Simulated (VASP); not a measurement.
# Zr3TiC4 (Pmmm) in VASP: further runs

Zr3TiC4 is run at these levels: PBE; tasks: single point, relaxation of cell and atoms.

Program: VASP 6.6.1. These are calculated values, not measurements. Logs are shortened: lines on timing, memory, paths and dates and some standing lists are left out, and cuts for length are marked.

## (1) The cell of the first run

Symmetry: Pmmm, No. 47, orthorhombic system. The conventional cell has a = 3.281 Å, b = 4.627 Å, c = 6.533 Å, α = 90.00°, β = 90.00°, γ = 90.00°. Zr (site symmetry mm2) has 6 C at 2.30 to 2.33 Å within 3.0 Å. Within 3.1 Å of Zr (site symmetry mmm) lie 6 C at 2.31 to 2.37 Å. Ti (site symmetry mmm) has 6 C at 2.26 to 2.31 Å within 3.0 Å. Within 3.0 Å of C (site symmetry mm2) lie 2 Ti at 2.26 Å and 4 Zr at 2.31 to 2.37 Å. C (site symmetry mmm) has 6 Zr at 2.31 to 2.33 Å within 3.1 Å. Within 3.0 Å of C (site symmetry mmm) lie 4 Zr at 2.30 Å and 2 Ti at 2.31 Å.

## (2) Single point, PBE

File INCAR:

```
PREC = Accurate
ENCUT = 520
EDIFF = 1E-6
ISMEAR = 0
SIGMA = 0.1
LREAL = False
LASPH = True
NELM = 100
ALGO = Normal
ISIF = 2
LWAVE = False
LCHARG = False
GGA = PE
NBANDS = 42
```

File KPOINTS:

```
regular mesh
0
Gamma
  6 4 4
```

File POSCAR:

```
Zr3TiC4
1.0
    3.2814248220      0.0000000000      0.0000000000
    0.0000000000      4.6265755324      0.0000000000
    0.0000000000      0.0000000000      6.5328154510
Zr Ti C
3 1 4
Direct
    0.0000000000      0.5000000000      0.7457857535
    0.5000000000      0.0000000000      0.0000000000
    0.0000000000      0.5000000000      0.2542142465
    0.5000000000      0.0000000000      0.5000000000
    0.0000000000      0.0000000000      0.7388209270
    0.5000000000      0.5000000000      0.0000000000
    0.0000000000      0.0000000000      0.2611790730
    0.5000000000      0.5000000000      0.5000000000
```

Potentials or basis: VASP PAW PBE potentials, release 64 (Zr_sv, Ti_sv, C).

Command:

```sh
$ cat potpaw_PBE.64/Zr_sv/POTCAR potpaw_PBE.64/Ti_sv/POTCAR potpaw_PBE.64/C/POTCAR > POTCAR
$ mpirun -np 1 vasp_std > vasp.out
```

OUTCAR:

```text
PREC = Accurate
   ENCUT = 520
   EDIFF = 1E-6
   ISMEAR = 0
   LREAL = False
   LASPH = True
   NELM = 100
   ISIF = 2
   GGA = PE

 ion  position               nearest neighbor table
   1  0.000  0.500  0.746-   8 2.30   8 2.30   5 2.31   5 2.31   6 2.33   6 2.33   3 3.21   4 3.26
                             4 3.26   4 3.26   4 3.26   2 3.29   2 3.29   2 3.29   2 3.29   3 3.32
   2  0.500  0.000  0.000-   6 2.31   6 2.31   7 2.37   5 2.37   5 2.37   7 2.37   4 3.27   4 3.27
                             3 3.29   3 3.29   1 3.29   3 3.29   1 3.29   1 3.29   1 3.29   3 3.29
   3  0.000  0.500  0.254-   8 2.30   8 2.30   7 2.31   7 2.31   6 2.33   6 2.33   1 3.21   4 3.26
                             4 3.26   4 3.26   4 3.26   2 3.29   2 3.29   2 3.29   2 3.29   1 3.32
   4  0.500  0.000  0.500-   5 2.26   7 2.26   5 2.26   7 2.26   8 2.31   8 2.31   3 3.26   3 3.26
                             1 3.26   3 3.26   1 3.26   1 3.26   1 3.26   3 3.26   2 3.27   2 3.27
   5  0.000  0.000  0.739-   4 2.26   4 2.26   1 2.31   1 2.31   2 2.37   2 2.37
   6  0.500  0.500  0.000-   2 2.31   2 2.31   3 2.33   1 2.33   1 2.33   3 2.33
   7  0.000  0.000  0.261-   4 2.26   4 2.26   3 2.31   3 2.31   2 2.37   2 2.37
   8  0.500  0.500  0.500-   1 2.30   3 2.30   1 2.30   3 2.30   4 2.31   4 2.31

  LATTYP: Found a simple orthorhombic cell.
 ALAT       =     3.2814248220
 B/A-ratio  =     1.4099288521
 C/A-ratio  =     1.9908472098

  Lattice vectors:

 A1 = (   3.2814248220,   0.0000000000,   0.0000000000)
 A2 = (   0.0000000000,   4.6265755324,   0.0000000000)
 A3 = (   0.0000000000,   0.0000000000,   6.5328154510)

Analysis of symmetry for initial positions (statically):
=====================================================================
 Subroutine PRICEL returns:
 Original cell was already a primitive cell.

 Routine SETGRP: Setting up the symmetry group for a
 simple orthorhombic supercell.

 Subroutine GETGRP returns: Found  8 space group operations
 (whereof  8 operations were pure point group operations)
 out of a pool of  8 trial point group operations.

The static configuration has the point symmetry D_2h.

Analysis of symmetry for dynamics (positions and initial velocities):
=====================================================================
 Subroutine PRICEL returns:
 Original cell was already a primitive cell.

 Routine SETGRP: Setting up the symmetry group for a
 simple orthorhombic supercell.

 Subroutine GETGRP returns: Found  8 space group operations
 (whereof  8 operations were pure point group operations)
 out of a pool of  8 trial point group operations.

The dynamic configuration has the point symmetry D_2h.

 Subroutine INISYM returns: Found  8 space group operations
 (whereof  8 operations are pure point group operations),
 and found     1 'primitive' translations

----------------------------------------------------------------------------------------

                                     Primitive cell

  volume of cell :      99.1796

  direct lattice vectors                    reciprocal lattice vectors
     3.281424822  0.000000000  0.000000000     0.304745668  0.000000000  0.000000000
     0.000000000  4.626575532  0.000000000     0.000000000  0.216142586  0.000000000
     0.000000000  0.000000000  6.532815451     0.000000000  0.000000000  0.153073358

  length of vectors
     3.281424822  4.626575532  6.532815451     0.304745668  0.216142586  0.153073358

  position of ions in fractional coordinates (direct lattice)
     0.000000000  0.500000000  0.745785754
     0.500000000  0.000000000  0.000000000
     0.000000000  0.500000000  0.254214246
     0.500000000  0.000000000  0.500000000
     0.000000000  0.000000000  0.738820927
     0.500000000  0.500000000  0.000000000
     0.000000000  0.000000000  0.261179073
     0.500000000  0.500000000  0.500000000

  ion indices of the primitive-cell ions
   primitive index   ion index
                 1           1
                 2           2
                 3           3
                 4           4
                 5           5
                 6           6
                 7           7
                 8           8

----------------------------------------------------------------------------------------

 KPOINTS: regular mesh

Automatic generation of k-mesh.
 Grid dimensions read from file:
 generate k-points for:    6    4    4

 Generating k-lattice:

  Cartesian coordinates                     Fractional coordinates (reciprocal lattice)
     0.050790945  0.000000000  0.000000000     0.166666667  0.000000000  0.000000000
     0.000000000  0.054035647  0.000000000     0.000000000  0.250000000  0.000000000
     0.000000000  0.000000000  0.038268340     0.000000000  0.000000000  0.250000000

  Length of vectors
     0.050790945  0.054035647  0.038268340

  Shift w.r.t. Gamma in fractional coordinates (k-lattice)
     0.000000000  0.000000000  0.000000000

 Subroutine IBZKPT returns following result:
 ===========================================

 Found     36 irreducible k-points:

 Following reciprocal coordinates:
            Coordinates               Weight
  0.000000  0.000000  0.000000      1.000000
  0.166667  0.000000  0.000000      2.000000
  0.333333  0.000000  0.000000      2.000000
  0.500000  0.000000  0.000000      1.000000
  0.000000  0.250000  0.000000      2.000000
  0.166667  0.250000  0.000000      4.000000
[... 16 lines left out ...]
  0.333333  0.500000  0.250000      4.000000
  0.500000  0.500000  0.250000      2.000000
 [... further k-points ...]
   k-points           NKPTS =     36   k-points in BZ     NKDIM =     36   number of bands    NBANDS=     42
   number of dos      NEDOS =    301   number of ions     NIONS =      8
   total plane-waves  NPLWV =  43200
   dimension x,y,z NGX =    24 NGY =   36 NGZ =   50
   dimension x,y,z NGXF=    48 NGYF=   72 NGZF=  100
   ions per type =               3   1   4
   NGX,Y,Z   is equivalent  to a cutoff of  12.16, 12.94, 12.72 a.u.
   NGXF,Y,Z  is equivalent  to a cutoff of  24.32, 25.87, 25.45 a.u.
 SYSTEM =  unknown system
   PREC   = accura    normal or accurate (medium, high low for compatibility)
   ISTART =      0    job   : 0-new  1-cont  2-samecut
   ICHARG =      2    charge: 1-file 2-atom 10-const
   ISPIN  =      1    spin polarized calculation?
   LNONCOLLINEAR =      F non collinear calculations
   LSORBIT =      F    spin-orbit coupling
   LASPH  =      T    aspherical Exc in radial PAW
   ENCUT  =  520.0 eV  38.22 Ry    6.18 a.u.   6.10  8.60 12.15*2*pi/ulx,y,z
   NELM   =    100;   NELMIN=  2; NELMDL= -5     # of ELM steps
   EDIFF  = 0.1E-05   stopping-criterion for ELM
   LREAL  =      F    real-space projection
   EDIFFG = 0.1E-04   stopping-criterion for IOM
   NSW    =      0    number of steps for IOM
   IBRION =     -1    ionic relax: 0-MD 1-quasi-New 2-CG
   NFREE  =      0    steps in history (QN), initial steepest desc. (CG)
   ISIF   =      2    stress and relaxation
   ISYM   =      2    0-nonsym 1-usesym 2-fastsym
   POTIM  = 0.5000    time-step for ionic-motion
   TEBEG  =    0.0;   TEEND  =   0.0 temperature during run
   PSTRESS=    0.0 pullay stress
   NELECT =      64.0000    total number of electrons
   NUPDOWN=      -1.0000    fix difference up-down
   EMIN   =  10.00;   EMAX   =-10.00  energy-range for DOS
   EFERMI =   0.00;   METHOD = LEGACY
   ISMEAR =     0;   SIGMA  =   0.10  broadening in eV -4-tet -1-fermi 0-gaus
   EFERMI_NEDOS =   21; number of points for ismear=-14 and -15
   IALGO  =     38    algorithm
   IMIX   =      4    mixing-type and parameters
     AMIX     =   0.40;   BMIX     =  1.00
     AMIX_MAG =   1.60;   BMIX_MAG =  1.00
  volume/ion in A,a.u.               =      12.40        83.66
  Fermi-wavevector in a.u.,A,eV,Ry     =   1.414688  2.673373 27.229911  2.001342
  Thomas-Fermi vector in A             =   2.536204
   LORBIT       =      0    0 simple, 1 ext, 2 COOP (PROOUT), +10 PAW based schemes
   GGA     = PE    functional components
   LHFCALC =     F    Hartree Fock is set to
   AEXX    =    0.0000 exact exchange contribution
   IVDW    =     0    specifies the selected vdW correction
   LEPSILON=     F    determine dielectric tensor
   LRPA    =     F    only Hartree local field effects (RPA)
 non-spin polarized calculation
 Gauss-broadening in eV      SIGMA  =   0.10
  energy-cutoff  :      520.00
  volume of cell :       99.18
 maximum number of plane-waves:      2704
   NGX = 13   NGY = 17   NGZ = 25

 number of electron      64.0000005 magnetization

 Free energy of the ion-electron system (eV)
  ---------------------------------------------------
  ext. energy  EPLUGINS =         0.00000000
  ---------------------------------------------------
  free energy    TOTEN  =       -76.68720165 eV

  energy without entropy =      -76.67872097  energy(sigma->0) =      -76.68296131

 E-fermi :   9.3983     XC(G=0): -12.2013

 val. band max:        9.3819081506   @ k =   0.0000   0.2500   0.0000
 cond. band min:       9.4223905682   @ k =   0.3333   0.0000   0.5000
 fundamental gap:      0.0404824176
 Fermi energy:         9.3982559003

 k-point     1 :       0.0000    0.0000    0.0000
  band No.  band energies     occupation
      1     -47.4754      2.00000
      2     -38.6140      2.00000
      3     -38.4275      2.00000
      4     -38.4023      2.00000
      5     -23.7214      2.00000
      6     -23.7165      2.00000
[... 34 lines left out ...]
     41      12.9220      0.00000
     42      13.0828      0.00000

 k-point     2 :       0.1667    0.0000    0.0000
  band No.  band energies     occupation
      1     -47.4730      2.00000
      2     -38.6002      2.00000
      3     -38.4216      2.00000
      4     -38.3924      2.00000
      5     -23.7179      2.00000
      6     -23.7119      2.00000
[... 979 lines left out ...]
     41      13.7872      0.00000
     42      13.8246      0.00000

 k-point    24 :       0.5000    0.5000    0.2500
  band No.  band energies     occupation
      1     -47.4656      2.00000
      2     -38.5568      2.00000
      3     -38.3989      2.00000
      4     -38.3681      2.00000
      5     -23.7671      2.00000
      6     -23.7125      2.00000
[... 34 lines left out ...]
     41      14.2243      0.00000
     42      14.6903      0.00000

 [... further k-points ...]

------------------------ aborting loop because EDIFF is reached ----------------------------------------

  FORCE on cell =-STRESS in cart. coord.  units (eV):
  Direction    XX          YY          ZZ          XY          YZ          ZX
  --------------------------------------------------------------------------------------
  -------------------------------------------------------------------------------------
  Total       -0.0144230     -0.0049678      0.0077038      0.0000000      0.0000000      0.0000000
  in kB       -0.2329932     -0.0802507      0.1244495      0.0000000      0.0000000      0.0000000
  external PRESSURE =      -0.0629315 kB  Pullay stress =       0.0000000 kB

 VOLUME and BASIS-vectors are now :
 -----------------------------------------------------------------------------
  energy-cutoff  :      520.00
  volume of cell :       99.18
      direct lattice vectors                 reciprocal lattice vectors
     3.281424822  0.000000000  0.000000000     0.304745668  0.000000000  0.000000000
     0.000000000  4.626575532  0.000000000     0.000000000  0.216142586  0.000000000
     0.000000000  0.000000000  6.532815451     0.000000000  0.000000000  0.153073358

 POSITION                                       TOTAL-FORCE (eV/Angst)
 -----------------------------------------------------------------------------------
      0.00000      2.31329      4.87208        -0.000000      0.000000      0.003540
      1.64071      0.00000      0.00000         0.000000      0.000000      0.000000
      0.00000      2.31329      1.66073         0.000000      0.000000     -0.003540
      1.64071      0.00000      3.26641         0.000000      0.000000      0.000000
      0.00000      0.00000      4.82658         0.000000      0.000000     -0.000008
      1.64071      2.31329      0.00000         0.000000      0.000000      0.000000
      0.00000      0.00000      1.70623         0.000000      0.000000      0.000008
      1.64071      2.31329      3.26641         0.000000      0.000000      0.000000
 -----------------------------------------------------------------------------------
    total drift:                                0.000000      0.000000      0.000000

  FREE ENERGIE OF THE ION-ELECTRON SYSTEM (eV)
  ---------------------------------------------------
  free  energy   TOTEN  =       -76.6872016479 eV

  energy  without entropy=      -76.6787209741  energy(sigma->0) =      -76.68296131
```

It took 4.3 min on 1 thread of Intel Xeon 8259CL, shared host; peak memory 0.27 GiB.

Results:

```
Free energy            : -76.6872 eV
Pressure               : 0.0 GPa
Largest force          : 0.004 eV/Å
Band gap on the k mesh : zero (bands 32 and 33 overlap by 1.29 eV)
```

Forces on the atoms (eV/Å):
```
Zr   0.000  0.000  0.004
Zr   0.000  0.000  0.000
Zr   0.000  0.000 -0.004
Ti   0.000  0.000  0.000
C    0.000  0.000  0.000
C    0.000  0.000  0.000
C    0.000  0.000  0.000
C    0.000  0.000  0.000
```

Levels at points of the mesh, in eV from the Fermi level:
```tsv
k point	band 29	band 30	band 31	band 32	band 33	band 34	band 35	band 36
(0.00, 0.00, 0.00)	0.04	0.11	0.88	0.99	0.99	1.09	1.13	1.14
(0.50, 0.00, 0.00)	-1.65	-1.63	-0.08	0.11	0.11	0.30	2.20	2.49
(0.00, 0.50, 0.00)	-0.57	-0.51	-0.43	-0.34	-0.31	-0.28	2.46	2.65
(0.50, 0.50, 0.00)	-2.58	-2.42	-2.11	-2.10	2.35	2.55	2.63	3.48
(0.00, 0.00, 0.50)	-1.42	-1.29	-0.93	-0.93	1.12	1.26	1.74	1.79
(0.50, 0.00, 0.50)	-1.70	-1.48	-1.28	-1.28	0.90	1.15	1.24	1.39
(0.00, 0.50, 0.50)	-1.96	-1.93	-1.91	-1.87	1.38	1.94	2.08	2.12
(0.50, 0.50, 0.50)	-2.38	-2.23	-2.23	-2.04	2.17	2.51	2.61	3.11
```

## (3) Single point, PBE

This run uses another cell than the first one, of 14.53 Å³/atom.

File INCAR:

```
SYSTEM = Zr3TiC4
PREC     = Accurate       ! precision mode
ENCUT    = 520            ! plane-wave cutoff, eV
EDIFF    = 1E-6           ! SCF threshold, eV
ISMEAR   = 0              ! smearing method
SIGMA    = 0.1            ! smearing width, eV
LREAL    = .False.        ! projectors in reciprocal space
LASPH    = .True.         ! aspherical terms in the spheres
NELM     = 60             ! most SCF steps
ALGO     = Normal         ! electronic algorithm
ISIF     = 2              ! what is computed and relaxed
LWAVE    = .False.        ! write WAVECAR
LCHARG   = .True.         ! write CHGCAR
GGA      = PE             ! functional
LELF     = .True.         ! ELF
LVHAR    = .True.       
NBANDS   = 42             ! bands
```

File KPOINTS:

```
Automatic mesh
0
Gamma
  6 4 4
  0 0 0
```

File POSCAR:

```
Zr3TiC4
1.0
    3.4511668400      0.0000000000      0.0000000000
    0.0000000000      4.8806869600      0.0000000000
    0.0000000000      0.0000000000      6.9023336900
Zr Ti C
3 1 4
Direct
    0.0000000000      0.5000000000      0.7500000000
    0.5000000000      0.0000000000      0.0000000000
    0.0000000000      0.5000000000      0.2500000000
    0.5000000000      0.0000000000      0.5000000000
    0.0000000000      0.0000000000      0.7500000000
    0.5000000000      0.5000000000      0.0000000000
    0.0000000000      0.0000000000      0.2500000000
    0.5000000000      0.5000000000      0.5000000000
```

Potentials or basis: VASP PAW PBE potentials, release 64 (Zr_sv, Ti_sv, C).

Command:

```sh
$ cat potpaw_PBE.64/Zr_sv/POTCAR potpaw_PBE.64/Ti_sv/POTCAR potpaw_PBE.64/C/POTCAR > POTCAR
$ mpirun -np 1 vasp_std > vasp.out
```

Run time: 5.6 min. Hardware: 1 thread of Intel Xeon 8259CL, shared host; peak memory 0.31 GiB.

It converged, with:

```yaml
Free_energy: -75.0783 eV
Pressure: -25.4 GPa
Largest_force: 0.519 eV/Å
Band_gap_on_the_k_mesh: zero (bands 32 and 33 overlap by 1.10 eV)
```

Forces on the atoms (eV/Å):
```
Zr   0.000  0.000 -0.431
Zr   0.000  0.000  0.000
Zr   0.000  0.000  0.431
Ti   0.000  0.000  0.000
C    0.000  0.000 -0.519
C    0.000  0.000  0.000
C    0.000  0.000  0.519
C    0.000  0.000  0.000
```

Stress tensor (GPa, compression positive):
```
-24.71   0.00   0.00
  0.00 -25.61   0.00
  0.00   0.00 -25.89
```

Levels at points of the mesh, in eV from the Fermi level:
| k point | band 30 | band 31 | band 32 | band 33 | band 34 | band 35 |
| --- | --- | --- | --- | --- | --- | --- |
| (0.00, 0.00, 0.00) | -0.02 | 0.80 | 0.84 | 0.87 | 1.03 | 1.04 |
| (0.50, 0.00, 0.00) | -1.15 | -0.15 | 0.00 | 0.00 | 0.10 | 1.75 |
| (0.00, 0.50, 0.00) | -0.31 | -0.30 | -0.29 | -0.27 | -0.26 | 1.88 |
| (0.50, 0.50, 0.00) | -2.04 | -2.02 | -2.01 | 1.84 | 1.97 | 2.05 |
| (0.00, 0.00, 0.50) | -1.05 | -0.85 | -0.72 | 0.95 | 0.96 | 1.56 |
| (0.50, 0.00, 0.50) | -1.31 | -1.22 | -1.21 | 0.74 | 1.03 | 1.07 |
| (0.00, 0.50, 0.50) | -1.67 | -1.51 | -1.43 | 0.99 | 1.66 | 1.88 |
| (0.50, 0.50, 0.50) | -2.07 | -2.06 | -1.71 | 1.71 | 1.89 | 2.03 |

Caveat: the cell stands under tension.

(Continued in part 2 of 2.)

The gap in the log of VASP goes by the Fermi energy; the results here count the filled bands.